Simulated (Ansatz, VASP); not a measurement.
**One calculation of AsPb4, two programs**

```
As Pb
1.0
    -3.50743    3.50743    3.50743
     3.50743   -3.50743    3.50743
     3.50743    3.50743   -3.50743
As Pb
1 4
Cartesian
  0.0000 0.0000 0.0000
  1.7537 1.7537 1.7537
  -1.7537 1.7537 1.7537
  1.7537 1.7537 -1.7537
  1.7537 -1.7537 1.7537
```

Change from the starting cell: species swapped into the Hg4Pt type (Im-3m, No. 229).

Alike in both runs: functional PBE; k mesh 8 × 8 × 8; occupations gaussian, width 0.1 eV; no spin polarisation.

Ansatz relaxed the structure, and its values are those at the end. VASP's run is a single point on that final structure, the one shown.

```csv
,VASP,Ansatz
version,VASP 6.6.1,Ansatz 0.2.0
potentials or method,"VASP PAW PBE potentials, release 64 (As, Pb_d), cutoff 520 eV","scalar-relativistic, plane waves, PAW"
valence electrons in the cell,61,71
```

|  | VASP | Ansatz | Ansatz less VASP |
| --- | --- | --- | --- |
| gap on the k mesh at the Fermi level (eV) | none | none | - |
| pressure (GPa) | 0.0 | 0.0 | +0.03 |

A gap of «none» marks a metal or a gap that the smearing closes. VASP's potentials hold 61 valence electrons a cell and Ansatz's 71, so a difference there can come from the potentials and not from the codes.

Spin-orbit coupling is off throughout.
